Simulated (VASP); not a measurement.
Runs of VASP 6.6.1 on IrC. The structure is that of space group Pm-3m (No. 221), or close to it. The cells are those of the table. 

```tsv
task	potentials or basis	spin	cell	k mesh	cutoff (eV)	second run	gap on the mesh (eV)	pressure (GPa)	moment (μB)
relaxation of cell and atoms	VASP PAW PBE potentials, release 64 (Ir, C)	off	relaxed from a = 2.718 Å, 2 atoms	20 × 20 × 20	600	-	none	0.0	-
single point	VASP PAW PBE potentials, release 64 (Ir, C)	off	a = 2.722 Å, 2 atoms	20 × 20 × 20	520	-	none	1.4	-
single point	VASP PAW PBE potentials, release 64 (Ir, C)	collinear, ferromagnetic start	a = 2.718 Å, 2 atoms	6 × 6 × 6	520	-	none	(a)	0.00
single point	VASP PAW PBE potentials, release 64 (Ir_sv_GW, C)	collinear, ferromagnetic start	a = 2.718 Å, 2 atoms	6 × 6 × 6	600	valence_matched	none	-0.9	0.00
```

Alike in all rows: level PBE; smearing gaussian 0.1 eV.

Question: Fill in the values left out.

Answer: (a) 1.3.

Caveats: some runs use coarse meshes; spin-orbit coupling is left out, which moves the levels of the heavy elements.

A k mesh can miss the band edges, and the runs leave out spin-orbit coupling on Ir.

A gap of «none» marks levels without a gap at the run's occupations.

The runs don't all hold the same shells in valence.
